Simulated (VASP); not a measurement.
Here is a VASP 6.6.1 calculation.

The input INCAR:

```
SYSTEM = Lu
ALGO = Fast ; EDIFF = 1E-7
ENCUT = 520 ; GGA = PS
ISIF = 2 ; ISMEAR = 1
LASPH = .True. ; LCHARG = .True.
LELF = .True. ; LREAL = .False.
LVHAR = .True. ; LWAVE = .False.
NBANDS = 32 ; NELM = 80
PREC = Accurate ; SIGMA = 0.05
```

Contents of KPOINTS:

```
k-points
0
Gamma
  8 8 5
  0 0 0
```

The input POSCAR:

```
Lu
1.0
    3.5031000000      0.0000000000      0.0000000000
   -1.7515500000      3.0337735920      0.0000000000
    0.0000000000      0.0000000000      5.5509000000
Lu
2
Direct
    0.6687240000      0.3340780000      0.7522110000
    0.3321500000      0.6592670000      0.2488660000
```

Potentials or basis: VASP PAW PBE potentials, release 64 (Lu).

The run is started by

```sh
$ cat potpaw_PBE.64/Lu/POTCAR > POTCAR
$ mpirun -np 1 vasp_std > vasp.out
```

Problem. Estimate the band gap on the k mesh.

Solution. Zero (bands 25 and 26 overlap by 1.42 eV).

Problem. Predict the pressure.

Solution. -3.0 GPa.

Problem. What does it give for the largest force?

Solution. 0.068 eV/Å.

Stress tensor (GPa, compression positive):
```
-2.80 -0.01  0.00
-0.01 -2.85  0.01
 0.00  0.01 -3.30
```

Caveat: the PAW data sets were made with another functional, which shifts forces and pressure a little; spin-orbit coupling is left out, which moves the levels of the heavy elements.
